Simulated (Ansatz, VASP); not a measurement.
Two plane-wave programs on WC

File INCAR:

```
PREC     = Accurate       # precision mode
ENCUT    = 520            # plane-wave cutoff, eV
EDIFF    = 1E-7           # SCF threshold, eV
ISMEAR   = 0              # smearing method
SIGMA    = 0.15           # smearing width, eV
LREAL    = F              # projectors in reciprocal space
LASPH    = T              # aspherical terms in the spheres
NELM     = 80             # most SCF steps
ALGO     = Normal         # electronic algorithm
ISIF     = 2              # what is computed and relaxed
LWAVE    = F              # write WAVECAR
LCHARG   = F              # write CHGCAR
GGA      = PE             # functional
NBANDS   = 16             # bands
```

Contents of KPOINTS:

```
Automatic mesh
0
Gamma
  18 18 16
```

Contents of POSCAR:

```
WC
1.0
    2.9005014360      0.0000000000      0.0000000000
   -1.4502507180      2.5119079273      0.0000000000
    0.0000000000      0.0000000000      2.8290000000
W C
1 1
Direct
    0.0000000000      0.0000000000      0.0265111347
    0.6666666667      0.3333333333      0.5000000000
```

Input for Ansatz:

```yaml
crystal:
  lattice:
    - [2.900501436, 0.0, 0.0]
    - [-1.450250718, 2.5119079273, 0.0]
    - [0.0, 0.0, 2.829]
  atoms:
    - { symbol: W, position: [0.0, 0.0, 0.0265111347] }
    - { symbol: C, position: [0.6666666667, 0.3333333333, 0.5] }
basis:
  ecutwfc: 420
kpoints:
  mp_grid: { grid: [18, 18, 16] }
hamiltonian:
  xc: pbe
scf:
  occupations: { method: gaussian, width: 0.15 }
output:
  forces: true
  stress: true
  eigenvalues: true
```

Change from the starting cell: all W atoms moved +0.075 Å, as atom 1 along Cartesian [0 0 1].

Alike in both runs: task single point; functional PBE; k mesh 18 × 18 × 16; occupations gaussian, width 0.15 eV; no spin polarisation.

|  | VASP | Ansatz |
| --- | --- | --- |
| version | VASP 6.6.1 | Ansatz 0.2.0 |
| potentials or method | VASP PAW PBE potentials, release 64 (W_sv, C), cutoff 520 eV | scalar-relativistic, plane waves, PAW |
| valence electrons in the cell | 18 | 18 |

```tsv
	VASP	Ansatz	Ansatz less VASP
gap on the k mesh at the Fermi level (eV)	none	none	-
pressure (GPa)	10.9	9.7	-1.19
traceless stress, the component that is largest in VASP (GPa)	0.99	0.78	-0.203
rms of the force components (eV/Å)	0.645	0.641	-0.0047
```

Atom by atom the forces differ by 0.005 eV/Å (rms over components). A gap of «none» marks a metal or a gap that the smearing closes.

Neither program's run includes spin-orbit coupling.
